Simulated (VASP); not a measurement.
Here is a VASP 6.6.1 calculation.

Contents of INCAR:

```
ALGO     = Normal         # electronic algorithm
EDIFF    = 1E-6           # SCF threshold, eV
ENCUT    = 520            # plane-wave cutoff, eV
GGA      = PE             # functional
ISIF     = 2              # what is computed and relaxed
ISMEAR   = 0              # smearing method
LASPH    = True           # aspherical terms in the spheres
LCHARG   = False          # write CHGCAR
LREAL    = False          # projectors in reciprocal space
LWAVE    = False          # write WAVECAR
NBANDS   = 18             # bands
NELM     = 80             # most SCF steps
PREC     = Accurate       # precision mode
SIGMA    = 0.15           # smearing width, eV
```

The input KPOINTS:

```
k-points
0
Gamma
  12 12 10
```

POSCAR

```
PtSe2
1.0
    4.0219206530      0.0000000000      0.0000000000
   -2.0109603265      3.4830854575      0.0000000000
    0.0000000000      0.0000000000      4.6570400000
Pt Se
1 2
Direct
    0.0000000000      0.0000000000      0.0000000000
    0.3333333333      0.6666666667      0.2500000000
    0.6666666667      0.3333333333      0.7500000000
```

Potentials or basis: VASP PAW PBE potentials, release 64 (Pt, Se).

Launch:

```console
$ cat potpaw_PBE.64/Pt/POTCAR potpaw_PBE.64/Se/POTCAR > POTCAR
$ mpirun -np 1 vasp_std > vasp.out
```

Task: Predict the largest force.

Result: 0.004 eV/Å.

Task: What does it give for the pressure?

Result: -5.4 GPa.

Forces in eV/Å, atoms in the order of the input:
```
Pt   0.000  0.000  0.000
Se   0.000  0.000 -0.004
Se   0.000  0.000  0.004
```

Caveat: the cell differs from its parent crystal (strain +0.080 along x and y, -0.080 along z).
